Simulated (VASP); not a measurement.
# Fe (P6_3/mmc) in VASP: settings compared

Aim: see how the results for Fe move with the level of theory and the settings. Levels: PBEsol, PBE. Tasks: single point.

Everything below comes from runs of VASP 6.6.1. Logs are shortened: lines on timing, memory, paths and dates and some standing lists are left out, and cuts for length are marked.

## 1. The cell of the first run

Symmetry: P6_3/mmc, No. 194, hexagonal system. The conventional cell has a = 2.532 Å, b = 2.532 Å, c = 3.842 Å, α = 90.00°, β = 90.00°, γ = 120.00°. Within 3.2 Å of Fe (site symmetry -6m2) lie 12 Fe at 2.41 to 2.53 Å.

## 2. Single point, PBEsol, collinear spin, ferromagnetic start

Contents of INCAR:

```
  ALGO = Normal
  EDIFF = 1E-6
  ENCUT = 600
  GGA = PS
  GGA_COMPAT = F
  ISIF = 2
  ISMEAR = -1
  ISPIN = 2
  LASPH = T
  LCHARG = F
  LMAXMIX = 4
  LORBIT = 11
  LREAL = F
  LWAVE = F
  MAGMOM = 3 3
  NBANDS = 19
  NELM = 200
  PREC = Accurate
  SIGMA = 0.05
```

Contents of KPOINTS:

```
k-points
0
Gamma
  12 12 7
```

Contents of POSCAR:

```
Fe
1.0
    2.5315238887      0.0000000000      0.0000000000
   -1.2657619444      2.1923639979      0.0000000000
    0.0000000000      0.0000000000      3.8419344700
Fe
2
Direct
    0.6666666667      0.3333333333      0.7500000000
    0.3333333333      0.6666666667      0.2500000000
```

Potentials or basis: VASP PAW PBE potentials, release 64 (Fe).

Launch:

```sh
$ cat potpaw_PBE.64/Fe/POTCAR > POTCAR
$ mpirun -np 1 vasp_std > vasp.out
```

OUTCAR:

```text
EDIFF = 1E-6
   ENCUT = 600
   GGA = PS
   ISIF = 2
   ISMEAR = -1
   ISPIN = 2
   LASPH = T
   LORBIT = 11
   LREAL = F
   NELM = 200
   PREC = Accurate

 ion  position               nearest neighbor table
   1  0.667  0.333  0.750-   2 2.41   2 2.41   2 2.41   2 2.41   2 2.41   2 2.41
   2  0.333  0.667  0.250-   1 2.41   1 2.41   1 2.41   1 2.41   1 2.41   1 2.41

  LATTYP: Found a hexagonal cell.
 ALAT       =     2.5315238887
 C/A-ratio  =     1.5176370593

  Lattice vectors:

 A1 = (   2.5315238887,   0.0000000000,   0.0000000000)
 A2 = (  -1.2657619444,   2.1923639979,   0.0000000000)
 A3 = (   0.0000000000,   0.0000000000,   3.8419344700)

Analysis of symmetry for initial positions (statically):
=====================================================================
 Subroutine PRICEL returns:
 Original cell was already a primitive cell.

 Routine SETGRP: Setting up the symmetry group for a
 hexagonal supercell.

 Subroutine GETGRP returns: Found 24 space group operations
 (whereof 12 operations were pure point group operations)
 out of a pool of 24 trial point group operations.

The static configuration has the point symmetry D_3d.
 The point group associated with its full space group is D_6h.

Analysis of symmetry for dynamics (positions and initial velocities):
=====================================================================
 Subroutine PRICEL returns:
 Original cell was already a primitive cell.

 Routine SETGRP: Setting up the symmetry group for a
 hexagonal supercell.

 Subroutine GETGRP returns: Found 24 space group operations
 (whereof 12 operations were pure point group operations)
 out of a pool of 24 trial point group operations.

The dynamic configuration has the point symmetry D_3d.
 The point group associated with its full space group is D_6h.

Analysis of structural, dynamic, and magnetic symmetry:
=====================================================================
 Subroutine PRICEL returns:
 Original cell was already a primitive cell.

 Routine SETGRP: Setting up the symmetry group for a
 hexagonal supercell.

 Subroutine GETGRP returns: Found 24 space group operations
 (whereof 12 operations were pure point group operations)
 out of a pool of 24 trial point group operations.

The overall configuration has the point symmetry D_3d.
 The point group associated with its full space group is D_6h.

 Subroutine INISYM returns: Found 24 space group operations
 (whereof 12 operations are pure point group operations),
 and found     1 'primitive' translations

----------------------------------------------------------------------------------------

                                     Primitive cell

  volume of cell :      21.3228

  direct lattice vectors                    reciprocal lattice vectors
     2.531523889  0.000000000  0.000000000     0.395018986  0.228064318  0.000000000
    -1.265761944  2.192363998  0.000000000     0.000000000  0.456128636  0.000000000
     0.000000000  0.000000000  3.841934470     0.000000000  0.000000000  0.260285543

  length of vectors
     2.531523889  2.531523889  3.841934470     0.456128636  0.456128636  0.260285543

  position of ions in fractional coordinates (direct lattice)
     0.666666667  0.333333333  0.750000000
     0.333333333  0.666666667  0.250000000

  ion indices of the primitive-cell ions
   primitive index   ion index
                 1           1
                 2           2

----------------------------------------------------------------------------------------

 KPOINTS: k-points

Automatic generation of k-mesh.
 Grid dimensions read from file:
 generate k-points for:   12   12    7

 Generating k-lattice:

  Cartesian coordinates                     Fractional coordinates (reciprocal lattice)
     0.032918249  0.019005360  0.000000000     0.083333333  0.000000000  0.000000000
     0.000000000  0.038010720  0.000000000     0.000000000  0.083333333  0.000000000
     0.000000000  0.000000000  0.037183649     0.000000000  0.000000000  0.142857143

  Length of vectors
     0.038010720  0.038010720  0.037183649

  Shift w.r.t. Gamma in fractional coordinates (k-lattice)
     0.000000000  0.000000000  0.000000000

 Subroutine IBZKPT returns following result:
 ===========================================

 Found     76 irreducible k-points:

 Following reciprocal coordinates:
            Coordinates               Weight
  0.000000  0.000000  0.000000      1.000000
  0.083333 -0.000000  0.000000      6.000000
  0.166667 -0.000000  0.000000      6.000000
  0.250000  0.000000  0.000000      6.000000
  0.333333 -0.000000  0.000000      6.000000
  0.416667  0.000000  0.000000      6.000000
[... 16 lines left out ...]
  0.250000  0.000000  0.142857     12.000000
  0.333333 -0.000000  0.142857     12.000000
 [... further k-points ...]
   k-points           NKPTS =     76   k-points in BZ     NKDIM =     76   number of bands    NBANDS=     19
   number of dos      NEDOS =    301   number of ions     NIONS =      2
   total plane-waves  NPLWV =  12800
   dimension x,y,z NGX =    20 NGY =   20 NGZ =   32
   dimension x,y,z NGXF=    40 NGYF=   40 NGZF=   64
   ions per type =               2
   NGX,Y,Z   is equivalent  to a cutoff of  13.13, 13.13, 13.85 a.u.
   NGXF,Y,Z  is equivalent  to a cutoff of  26.27, 26.27, 27.69 a.u.
 SYSTEM =  unknown system
   PREC   = accura    normal or accurate (medium, high low for compatibility)
   ISTART =      0    job   : 0-new  1-cont  2-samecut
   ICHARG =      2    charge: 1-file 2-atom 10-const
   ISPIN  =      2    spin polarized calculation?
   LNONCOLLINEAR =      F non collinear calculations
   LSORBIT =      F    spin-orbit coupling
   LASPH  =      T    aspherical Exc in radial PAW
   ENCUT  =  600.0 eV  44.10 Ry    6.64 a.u.   5.06  5.06  7.67*2*pi/ulx,y,z
   NELM   =    200;   NELMIN=  2; NELMDL= -5     # of ELM steps
   EDIFF  = 0.1E-05   stopping-criterion for ELM
   LREAL  =      F    real-space projection
   EDIFFG = 0.1E-04   stopping-criterion for IOM
   NSW    =      0    number of steps for IOM
   IBRION =     -1    ionic relax: 0-MD 1-quasi-New 2-CG
   NFREE  =      0    steps in history (QN), initial steepest desc. (CG)
   ISIF   =      2    stress and relaxation
   ISYM   =      2    0-nonsym 1-usesym 2-fastsym
   POTIM  = 0.5000    time-step for ionic-motion
   TEBEG  =    0.0;   TEEND  =   0.0 temperature during run
   PSTRESS=    0.0 pullay stress
   NELECT =      16.0000    total number of electrons
   NUPDOWN=      -1.0000    fix difference up-down
   EMIN   =  10.00;   EMAX   =-10.00  energy-range for DOS
   EFERMI =   0.00;   METHOD = LEGACY
   ISMEAR =    -1;   SIGMA  =   0.05  broadening in eV -4-tet -1-fermi 0-gaus
   EFERMI_NEDOS =   21; number of points for ismear=-14 and -15
   IALGO  =     38    algorithm
   IMIX   =      4    mixing-type and parameters
     AMIX     =   0.40;   BMIX     =  1.00
     AMIX_MAG =   1.60;   BMIX_MAG =  1.00
  volume/ion in A,a.u.               =      10.66        71.95
  Fermi-wavevector in a.u.,A,eV,Ry     =   1.487647  2.811246 30.110974  2.213094
  Thomas-Fermi vector in A             =   2.600781
   LORBIT       =     11    0 simple, 1 ext, 2 COOP (PROOUT), +10 PAW based schemes
   GGA     = PS    functional components
   LHFCALC =     F    Hartree Fock is set to
   AEXX    =    0.0000 exact exchange contribution
   IVDW    =     0    specifies the selected vdW correction
   LEPSILON=     F    determine dielectric tensor
   LRPA    =     F    only Hartree local field effects (RPA)
 spin polarized calculation
  energy-cutoff  :      600.00
  volume of cell :       21.32
 maximum number of plane-waves:       729
   NGX = 11   NGY = 11   NGZ = 15

 number of electron      15.9999995 magnetization      -0.0001871

 number of electron      15.9999995 magnetization       0.0010691

 Free energy of the ion-electron system (eV)
  ---------------------------------------------------
  ext. energy  EPLUGINS =         0.00000000
  ---------------------------------------------------
  free energy    TOTEN  =       -17.72708770 eV

  energy without entropy =      -17.70498074  energy(sigma->0) =      -17.71603422

 E-fermi :   6.2599     XC(G=0): -13.6851

 val. band max:        6.2575018167   @ k =   0.2500   0.0833   0.1429
 cond. band min:       6.2717004234   @ k =   0.1667   0.1667   0.1429
 fundamental gap:      0.0141986068
 Fermi energy:         6.2598507111

 spin component 1

 k-point     1 :       0.0000    0.0000    0.0000
  band No.  band energies     occupation
      1      -2.4493      1.00000
      2       1.5639      1.00000
      3       4.6699      1.00000
      4       4.6699      1.00000
      5       5.0555      1.00000
      6       5.1687      1.00000
[... 11 lines left out ...]
     18      31.7491      0.00000
     19      31.7491      0.00000
[... 485 lines left out ...]
 k-point    24 :       0.3333   -0.0000    0.1429
  band No.  band energies     occupation
      1       0.8147      1.00000
      2       2.4250      1.00000
      3       2.9049      1.00000
      4       3.6364      1.00000
      5       4.5315      1.00000
      6       4.8513      1.00000
[... 11 lines left out ...]
     18      29.5288      0.00000
     19      30.3741      0.00000

 [... further k-points ...]

 spin component 2

 k-point     1 :       0.0000    0.0000    0.0000
  band No.  band energies     occupation
      1      -2.4492      1.00000
      2       1.5643      1.00000
      3       4.6704      1.00000
      4       4.6704      1.00000
      5       5.0560      1.00000
      6       5.1692      1.00000
[... 11 lines left out ...]
     18      31.7493      0.00000
     19      31.7493      0.00000
[... 485 lines left out ...]
 k-point    24 :       0.3333   -0.0000    0.1429
  band No.  band energies     occupation
      1       0.8149      1.00000
      2       2.4254      1.00000
      3       2.9052      1.00000
      4       3.6367      1.00000
      5       4.5320      1.00000
      6       4.8517      1.00000
[... 11 lines left out ...]
     18      29.5289      0.00000
     19      30.3742      0.00000

 [... further k-points ...]
[... 5 lines left out ...]
  --------------------------------------------------------------------------------------
  -------------------------------------------------------------------------------------
  Total       -3.5170648     -3.5170648     -1.6490234      0.0000000      0.0000000      0.0000000
  in kB     -264.2690552   -264.2690552   -123.9061160      0.0000000      0.0000000      0.0000000
  external PRESSURE =    -217.4814088 kB  Pullay stress =       0.0000000 kB

 VOLUME and BASIS-vectors are now :
 -----------------------------------------------------------------------------
  energy-cutoff  :      600.00
  volume of cell :       21.32
      direct lattice vectors                 reciprocal lattice vectors
     2.531523889  0.000000000  0.000000000     0.395018986  0.228064318  0.000000000
    -1.265761944  2.192363998  0.000000000     0.000000000  0.456128636  0.000000000
     0.000000000  0.000000000  3.841934470     0.000000000  0.000000000  0.260285543

 POSITION                                       TOTAL-FORCE (eV/Angst)
 -----------------------------------------------------------------------------------
      1.26576      0.73079      2.88145        -0.000000     -0.000000      0.000000
     -0.00000      1.46158      0.96048         0.000000      0.000000      0.000000
 -----------------------------------------------------------------------------------
    total drift:                                0.000000     -0.000000     -0.000000

  FREE ENERGIE OF THE ION-ELECTRON SYSTEM (eV)
  ---------------------------------------------------
  free  energy   TOTEN  =       -17.7270876956 eV

  energy  without entropy=      -17.7049807401  energy(sigma->0) =      -17.71603422

 total charge

# of ion       s       p       d       tot
------------------------------------------
    1        0.516   0.595   6.301   7.412
    2        0.516   0.595   6.301   7.412
--------------------------------------------------
tot          1.033   1.190  12.601  14.824

 magnetization (x)

# of ion       s       p       d       tot
------------------------------------------
    1       -0.000  -0.000   0.000   0.000
    2       -0.000  -0.000   0.000   0.000
--------------------------------------------------
tot         -0.000  -0.000   0.001   0.001
```

It took 2.7 min on 1 thread of AMD EPYC 7R13, shared host; peak memory 0.15 GiB.

Results:

| Property | Result |
| --- | --- |
| Free energy | -17.7271 eV |
| Pressure | -21.7 GPa |
| Band gap on the k mesh | zero (filled and empty bands overlap) |
| Net moment | 0.00 μB per cell |
| Valence electrons inside the program's atomic spheres | Fe 7.41 |

Stress tensor (GPa, compression positive):
```
-26.43   0.00   0.00
  0.00 -26.43   0.00
  0.00   0.00 -12.39
```

Levels at points of the mesh, in eV from the Fermi level:
Spin up:
| k point | band 6 | band 7 | band 8 | band 9 | band 10 | band 11 |
| --- | --- | --- | --- | --- | --- | --- |
| (0.00, 0.00, 0.00) | -1.09 | -1.09 | -0.99 | -0.99 | 0.67 | 0.67 |
| (0.50, 0.00, 0.00) | -1.31 | -0.87 | 0.62 | 0.89 | 1.09 | 2.43 |
Spin down:
| k point | band 5 | band 6 | band 7 | band 8 | band 9 | band 10 | band 11 | band 12 |
| --- | --- | --- | --- | --- | --- | --- | --- | --- |
| (0.00, 0.00, 0.00) | -1.20 | -1.09 | -1.09 | -0.99 | -0.99 | 0.67 | 0.67 | 1.00 |
| (0.50, 0.00, 0.00) | -2.04 | -1.31 | -0.87 | 0.62 | 0.89 | 1.09 | 2.43 | 4.40 |

Caveat: the starting moments collapsed, and a magnetic state may lie lower; the PAW data sets were made with another functional, which shifts forces and pressure a little.

## 3. Single point, PBE, collinear spin, ferromagnetic start

This run uses another cell than the first one, of 10.45 Å³/atom, 0.980 times its volume.

Contents of INCAR:

```
SYSTEM = Fe
PREC = Accurate
ENCUT = 520
EDIFF = 1E-6
ISMEAR = -1
SIGMA = 0.05
LREAL = .FALSE.
LASPH = .TRUE.
NELM = 150
ALGO = Normal
ISIF = 2
LWAVE = .FALSE.
LCHARG = .TRUE.
ISPIN = 2
MAGMOM = 3 3
LORBIT = 11
LMAXMIX = 4
GGA = PE
LELF = .TRUE.
LVHAR = .TRUE.
NBANDS = 19
```

Contents of KPOINTS:

```
Automatic mesh
0
G
  12 12 7
  0 0 0
```

Contents of POSCAR:

```
Fe
1.0
    2.4818982858      0.0000000000      0.0000000000
   -1.2409491429      2.1493869651      0.0000000000
    0.0000000000      0.0000000000      3.9172856485
Fe
2
Direct
    0.6666666667      0.3333333333      0.7500000000
    0.3333333333      0.6666666667      0.2500000000
```

Potentials or basis: VASP PAW PBE potentials, release 64 (Fe).

Launch:

```sh
$ cat potpaw_PBE.64/Fe/POTCAR > POTCAR
$ mpirun -np 1 vasp_std > vasp.out
```

OUTCAR:

```text
SYSTEM = Fe
   PREC = Accurate
   ENCUT = 520
   EDIFF = 1E-6
   ISMEAR = -1
   LREAL = .FALSE.
   LASPH = .TRUE.
   NELM = 150
   ISIF = 2
   ISPIN = 2
   LORBIT = 11
   GGA = PE

 ion  position               nearest neighbor table
   1  0.667  0.333  0.750-   2 2.43   2 2.43   2 2.43   2 2.43   2 2.43   2 2.43
   2  0.333  0.667  0.250-   1 2.43   1 2.43   1 2.43   1 2.43   1 2.43   1 2.43

  LATTYP: Found a hexagonal cell.
 ALAT       =     2.4818982858
 C/A-ratio  =     1.5783425416

  Lattice vectors:

 A1 = (   2.4818982858,   0.0000000000,   0.0000000000)
 A2 = (  -1.2409491429,   2.1493869651,   0.0000000000)
[... 1274 lines left out ...]

 VOLUME and BASIS-vectors are now :
 -----------------------------------------------------------------------------
  energy-cutoff  :      520.00
  volume of cell :       20.90
      direct lattice vectors                 reciprocal lattice vectors
     2.481898286  0.000000000  0.000000000     0.402917398  0.232624468  0.000000000
    -1.240949143  2.149386965  0.000000000     0.000000000  0.465248937  0.000000000
     0.000000000  0.000000000  3.917285649     0.000000000  0.000000000  0.255278805

 POSITION                                       TOTAL-FORCE (eV/Angst)
 -----------------------------------------------------------------------------------
      1.24095      0.71646      2.93796        -0.000000     -0.000000      0.000000
     -0.00000      1.43292      0.97932         0.000000      0.000000      0.000000
 -----------------------------------------------------------------------------------
    total drift:                               -0.000000      0.000000     -0.000000

  FREE ENERGIE OF THE ION-ELECTRON SYSTEM (eV)
  ---------------------------------------------------
  free  energy   TOTEN  =       -16.3079551109 eV

  energy  without entropy=      -16.2867851377  energy(sigma->0) =      -16.29737012

 total charge

# of ion       s       p       d       tot
------------------------------------------
    1        0.523   0.610   6.316   7.449
    2        0.523   0.610   6.316   7.449
--------------------------------------------------
tot          1.046   1.220  12.633  14.898

 magnetization (x)

# of ion       s       p       d       tot
------------------------------------------
    1        0.000   0.000  -0.000  -0.000
    2        0.000   0.000  -0.000  -0.000
--------------------------------------------------
tot          0.000   0.000  -0.001  -0.001
```

OSZICAR:

```text
N       E                     dE             d eps       ncg     rms          rms(c)
DAV:   1     0.791014893485E+02    0.79101E+02   -0.74675E+03  5960   0.115E+03
DAV:   2    -0.140354981973E+02   -0.93137E+02   -0.83271E+02  5830   0.207E+02
DAV:   3    -0.175803792267E+02   -0.35449E+01   -0.33779E+01  6404   0.508E+01
DAV:   4    -0.176088533283E+02   -0.28474E-01   -0.28453E-01  6405   0.436E+00
DAV:   5    -0.176091461007E+02   -0.29277E-03   -0.29276E-03  6501   0.408E-01    0.193E+01
DAV:   6    -0.161961929900E+02    0.14130E+01   -0.65185E+00  6281   0.533E+01    0.323E+00
DAV:   7    -0.162161707041E+02   -0.19978E-01   -0.44819E-01  6877   0.118E+01    0.422E+00
DAV:   8    -0.162383958448E+02   -0.22225E-01   -0.76532E-03  7059   0.137E+00    0.263E+00
DAV:   9    -0.162798518909E+02   -0.41456E-01   -0.13609E-02  7665   0.198E+00    0.186E+00
DAV:  10    -0.163058413754E+02   -0.25989E-01   -0.37276E-02  8446   0.367E+00    0.500E-01
DAV:  11    -0.163079358055E+02   -0.20944E-02   -0.32638E-03  8629   0.101E+00    0.118E-01
DAV:  12    -0.163079507127E+02   -0.14907E-04   -0.90705E-05  6747   0.910E-02    0.570E-02
DAV:  13    -0.163079520751E+02   -0.13624E-05   -0.90727E-06  6580   0.560E-02    0.152E-02
DAV:  14    -0.163079532803E+02   -0.12053E-05   -0.23008E-06  5558   0.236E-02    0.180E-02
DAV:  15    -0.163079548463E+02   -0.15660E-05   -0.69072E-07  3602   0.183E-02    0.594E-03
DAV:  16    -0.163079551109E+02   -0.26456E-06   -0.25819E-07  3149   0.559E-03
   1 F= -.16307955E+02 E0= -.16297370E+02  d E =-.211700E-01  mag=    -0.0001
```

Run time: 43 s. Hardware: 1 thread of AMD EPYC 7R13, shared host; peak memory 0.16 GiB.

Results:

```yaml
Free_energy: -16.3080 eV
Pressure: -7.2 GPa
Band_gap_on_the_k_mesh: zero (filled and empty bands overlap)
Net_moment: 0.00 μB per cell
Valence_electrons_inside_the_program's_atomic_spheres: Fe 7.45
```

Stress tensor (GPa, compression positive):
```
-7.55  0.00  0.00
 0.00 -7.55  0.00
 0.00  0.00 -6.49
```

Caveat: the starting moments collapsed, and a magnetic state may lie lower.

(Part 1 of 2 ends here.)
